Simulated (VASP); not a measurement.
# Al2Cu (Fmmm) in VASP: notebook, part 2 of 2

VASP 6.6.1. Earlier steps stand in the parts before.

## Step 3: Single point, LDA

INCAR reads:

```
ALGO     = Fast           # electronic algorithm
EDIFF    = 1E-6           # SCF threshold, eV
ENCUT    = 520            # plane-wave cutoff, eV
ISIF     = 2              # what is computed and relaxed
ISMEAR   = 0              # smearing method
LASPH    = True           # aspherical terms in the spheres
LCHARG   = True           # write CHGCAR
LELF     = True           # ELF
LREAL    = False          # projectors in reciprocal space
LVHAR    = True         
LWAVE    = False          # write WAVECAR
NBANDS   = 16             # bands
NELM     = 60             # most SCF steps
PREC     = Accurate       # precision mode
SIGMA    = 0.15           # smearing width, eV
```

KPOINTS reads:

```
k-points
0
Gamma
  14 14 14
```

POSCAR reads:

```
Al2Cu
1.0
   -1.9744990586      1.9744990586      2.7690488777
    1.9744990586     -1.9744990586      2.7690488777
    2.0815484009      2.0815484009     -2.7690488777
Al Cu
2 1
Direct
    0.7500000000      0.2500000000      0.5000000000
    0.2500000000      0.7500000000      0.5000000000
    0.5000000000      0.5000000000      0.0000000000
```

Potentials or basis: VASP PAW LDA potentials, release 64 (Al, Cu).

On the command line:

```sh
cat potpaw_LDA.64/Al/POTCAR potpaw_LDA.64/Cu/POTCAR > POTCAR
mpirun -np 1 vasp_std > vasp.out
```

Run time: 9.3 min. Hardware: 1 thread of Intel Xeon 8259CL, shared host; peak memory 0.39 GiB.

Results (log left out):

* Free energy: -13.6756 eV
* Pressure: 0.6 GPa
* Band gap on the k mesh: zero (an odd number of electrons rules out a gap without spin polarisation)

Stress tensor (GPa, compression positive):
```
-0.58 -2.59  0.00
-2.59 -0.58  0.00
 0.00  0.00  3.11
```

Levels at points of the mesh, in eV from the Fermi level:
```tsv
k point	band 6	band 7	band 8	band 9	band 10	band 11	band 12	band 13
(0.00, 0.00, 0.00)	-4.17	2.62	2.79	2.88	3.05	3.11	3.48	4.54
(0.50, 0.00, 0.00)	-4.16	-4.10	0.33	0.88	2.66	3.17	4.20	4.55
(0.50, 0.50, 0.00)	-4.08	-3.84	-2.35	-1.90	0.27	1.45	9.06	9.87
(0.00, 0.00, 0.50)	-4.04	-4.03	-1.81	-1.75	0.92	1.75	9.14	11.00
(0.50, 0.50, 0.50)	-4.08	-3.82	-2.38	-1.99	0.17	1.40	9.10	9.97
```

Caveat: the cell differs from its parent crystal (strain +e along x and -e along y -0.0267, strain +e along z and -e/2 along x and y -0.0233).

## Step 4: Single point, LDA

This run uses another cell than the first one, of the same volume but with other edges.

INCAR reads:

```
PREC     = Accurate       # precision mode
ENCUT    = 520            # plane-wave cutoff, eV
EDIFF    = 1E-6           # SCF threshold, eV
ISMEAR   = 0              # smearing method
SIGMA    = 0.15           # smearing width, eV
LREAL    = False          # projectors in reciprocal space
LASPH    = True           # aspherical terms in the spheres
NELM     = 60             # most SCF steps
ALGO     = Fast           # electronic algorithm
ISIF     = 2              # what is computed and relaxed
LWAVE    = False          # write WAVECAR
LCHARG   = False          # write CHGCAR
NBANDS   = 16             # bands
```

KPOINTS reads:

```
Automatic mesh
0
Gamma
  14 14 14
```

POSCAR reads:

```
Al2Cu
1.0
   -2.0248162588      2.0248162588      2.7027073770
    2.0248162588     -2.0248162588      2.7027073770
    2.0781404630      2.0781404630     -2.7027073770
Al Cu
2 1
Direct
    0.7500000000      0.2500000000      0.5000000000
    0.2500000000      0.7500000000      0.5000000000
    0.5000000000      0.5000000000      0.0000000000
```

Potentials or basis: VASP PAW LDA potentials, release 64 (Al, Cu).

On the command line:

```sh
cat potpaw_LDA.64/Al/POTCAR potpaw_LDA.64/Cu/POTCAR > POTCAR
mpirun -np 1 vasp_std > vasp.out
```

OUTCAR:

```text
PREC = Accurate
   ENCUT = 520
   EDIFF = 1E-6
   ISMEAR = 0
   LREAL = False
   LASPH = True
   NELM = 60
   ISIF = 2

 ion  position               nearest neighbor table
   1  0.750  0.250  0.500-   3 2.46   3 2.46   3 2.46   3 2.46   2 2.70   2 2.70   2 2.86   2 2.86
                             2 2.94   2 2.94
   2  0.250  0.750  0.500-   3 2.46   3 2.46   3 2.46   3 2.46   1 2.70   1 2.70   1 2.86   1 2.86
                             1 2.94   1 2.94
   3  0.500  0.500  0.000-   2 2.46   1 2.46   1 2.46   2 2.46   1 2.46   2 2.46   2 2.46   1 2.46

  LATTYP: Found a face centered orthorhombic cell.
 ALAT       =     5.4054147540
 B/A-ratio  =     1.0595015350
[... 655 lines left out ...]
  --------------------------------------------------------------------------------------
  -------------------------------------------------------------------------------------
  Total       -0.5844600     -0.5844600      1.8992417     -0.2962742      0.0000000      0.0000000
  in kB      -20.5847611    -20.5847611     66.8915547    -10.4348182      0.0000000      0.0000000
  external PRESSURE =       8.5740108 kB  Pullay stress =       0.0000000 kB

 VOLUME and BASIS-vectors are now :
 -----------------------------------------------------------------------------
  energy-cutoff  :      520.00
  volume of cell :       45.49
      direct lattice vectors                 reciprocal lattice vectors
    -2.024816259  2.024816259  2.702707377    -0.003168136  0.243767850  0.184999680
     2.024816259 -2.024816259  2.702707377     0.243767850 -0.003168136  0.184999680
     2.078140463  2.078140463 -2.702707377     0.240599713  0.240599713  0.000000000

 POSITION                                       TOTAL-FORCE (eV/Angst)
 -----------------------------------------------------------------------------------
      0.02666      2.05148      1.35135        -0.000000      0.000000      0.000000
      2.05148      0.02666      1.35135         0.000000     -0.000000     -0.000000
      0.00000      0.00000      2.70271        -0.000000      0.000000     -0.000000
 -----------------------------------------------------------------------------------
    total drift:                                0.000000     -0.000000      0.000000

  FREE ENERGIE OF THE ION-ELECTRON SYSTEM (eV)
  ---------------------------------------------------
  free  energy   TOTEN  =       -13.6467485079 eV

  energy  without entropy=      -13.6365018685  energy(sigma->0) =      -13.64162519
```

OSZICAR:

```text
N       E                     dE             d eps       ncg     rms          rms(c)
DAV:   1     0.613195028717E+02    0.61320E+02   -0.68452E+03 13752   0.115E+03
DAV:   2    -0.134032451486E+02   -0.74723E+02   -0.66358E+02 14512   0.205E+02
DAV:   3    -0.160415533713E+02   -0.26383E+01   -0.25865E+01 18880   0.436E+01
DAV:   4    -0.160938143012E+02   -0.52261E-01   -0.52241E-01 15936   0.521E+00
DAV:   5    -0.160960302158E+02   -0.22159E-02   -0.22159E-02 21280   0.122E+00    0.151E+01
RMM:   6    -0.179972206078E+02   -0.19012E+01   -0.37469E+01 17239   0.958E+01    0.127E+01
RMM:   7    -0.137177016756E+02    0.42795E+01   -0.10838E+01 15740   0.540E+01    0.144E+00
RMM:   8    -0.136561639403E+02    0.61538E-01   -0.67025E-01 14871   0.133E+01    0.918E-01
RMM:   9    -0.136455158059E+02    0.10648E-01   -0.74427E-02 17804   0.190E+00    0.205E-01
RMM:  10    -0.136474764664E+02   -0.19607E-02   -0.18193E-02 17914   0.176E+00    0.254E-01
RMM:  11    -0.136487853416E+02   -0.13089E-02   -0.13317E-02 16978   0.177E+00    0.365E-01
RMM:  12    -0.136466157764E+02    0.21696E-02   -0.46765E-03 17150   0.110E+00    0.231E-02
RMM:  13    -0.136467315078E+02   -0.11573E-03   -0.10953E-03 19949   0.239E-01    0.294E-02
RMM:  14    -0.136467453142E+02   -0.13806E-04   -0.17066E-04 20325   0.125E-01    0.590E-02
RMM:  15    -0.136467492462E+02   -0.39320E-05   -0.53271E-05 18234   0.631E-02    0.326E-02
RMM:  16    -0.136467485079E+02    0.73834E-06   -0.57284E-06 16689   0.287E-02
   1 F= -.13646749E+02 E0= -.13641625E+02  d E =-.102466E-01
```

stdout:

```text
POSCAR found type information on POSCAR AlCu
 POSCAR found :  2 types and       3 ions
 scaLAPACK will be used
 LDA part: xc-table for (Slater(with rela. corr.)+CA(PZ))
 , standard interpolation
 POSCAR, INCAR and KPOINTS ok, starting setup
 FFT: planning ... GRIDC
 FFT: planning ... GRID_SOFT
 FFT: planning ... GRID
 WAVECAR not read
 entering main loop
WARNING in EDDRMM: call to ZHEGV failed, returncode =   8  4     16
```

Run time: 9.2 min. Hardware: 1 thread of Intel Xeon 8259CL, shared host; peak memory 0.39 GiB.

What came out:

| Property | Result |
| --- | --- |
| Free energy | -13.6467 eV |
| Pressure | 0.9 GPa |
| Band gap on the k mesh | zero (an odd number of electrons rules out a gap without spin polarisation) |

Caveat: the cell differs from its parent crystal (strain +e along x and -e along y -0.0133, strain +e along z and -e/2 along x and y -0.0467); the stress differs along the axes, from -2 to 7 GPa.

## Step 5: Single point, LDA

INCAR reads:

```
SYSTEM = Al2Cu
PREC = Accurate ; ENCUT = 520
EDIFF = 1E-6 ; ISMEAR = 0
SIGMA = 0.15 ; LREAL = .False.
LASPH = .True. ; NELM = 60
ALGO = Fast ; ISIF = 2
LWAVE = .False. ; LCHARG = .True.
GGA = CA ; LELF = .True.
LVHAR = .True. ; NBANDS = 16
```

KPOINTS reads:

```
regular mesh
0
Gamma
  14 14 14
  0 0 0
```

POSCAR reads:

```
Al2Cu
1.0
   -1.8776735298      1.8776735298      2.9675063584
    1.8776735298     -1.8776735298      2.9675063584
    2.0380470764      2.0380470764     -2.9675063584
Al Cu
2 1
Direct
    0.7500000000      0.2500000000      0.5000000000
    0.2500000000      0.7500000000      0.5000000000
    0.5000000000      0.5000000000      0.0000000000
```

On the command line:

```sh
cat potpaw_LDA.64/Al/POTCAR potpaw_LDA.64/Cu/POTCAR > POTCAR
mpirun -np 1 vasp_std > vasp.out
```

Run time: 11 min. Hardware: 1 thread of Intel Xeon 8259CL, shared host; peak memory 0.4 GiB.

It converged, with:

| Property | Result |
| --- | --- |
| Free energy | -13.5938 eV |
| Pressure | 1.6 GPa |
| Band gap on the k mesh | zero (an odd number of electrons rules out a gap without spin polarisation) |

Stress tensor (GPa, compression positive):
```
 4.18 -5.69  0.00
-5.69  4.18  0.00
 0.00  0.00 -3.54
```

Levels at points of the mesh, in eV from the Fermi level:
```
           k point  band 7  band 8  band 9  band 10  band 11  band 12
(0.00, 0.00, 0.00)    2.36    2.59    2.86     3.30     3.41     3.63
(0.50, 0.00, 0.00)   -4.05    0.19    0.96     2.54     2.90     4.69
(0.50, 0.50, 0.00)   -3.67   -2.55   -2.34    -0.30     1.14     9.27
(0.00, 0.00, 0.50)   -3.85   -2.28   -1.46     0.72     1.70     8.81
(0.50, 0.50, 0.50)   -3.94   -1.99   -1.38     1.08     1.85     8.96
```

Caveat: the cell differs from its parent crystal (strain +e along x and -e along y -0.0400, strain +e along z and -e/2 along x and y +0.0467); the stress differs along the axes, from -4 to 4 GPa.

## Step 6: The runs side by side

```tsv
cell	gap on the mesh (eV)	pressure (GPa)
a = 3.955, b = 3.955, c = 4.113 Å, angles 121.2, 121.2, 85.6°, 3 atoms	none	1.2
a = 3.933, b = 3.933, c = 4.041 Å, angles 118.8, 118.8, 90.5°, 3 atoms	none	0.6
a = 3.938, b = 3.938, c = 3.993 Å, angles 117.7, 117.7, 93.3°, 3 atoms	none	0.9
a = 3.982, b = 3.982, c = 4.137 Å, angles 122.3, 122.3, 83.6°, 3 atoms	none	1.6
```

Alike in all rows: task single point; level LDA; potentials or basis VASP PAW LDA potentials, release 64 (Al, Cu); no spin polarisation; k mesh 14 × 14 × 14; cutoff (eV) 520; smearing gaussian 0.15 eV.

Caveats: the stress differs along the axes, from -2 to 7 GPa (at least some runs); the stress differs along the axes, from -4 to 4 GPa (at least some runs).

Total energies depend on the potentials used, so only differences within one code and one set of settings carry meaning.
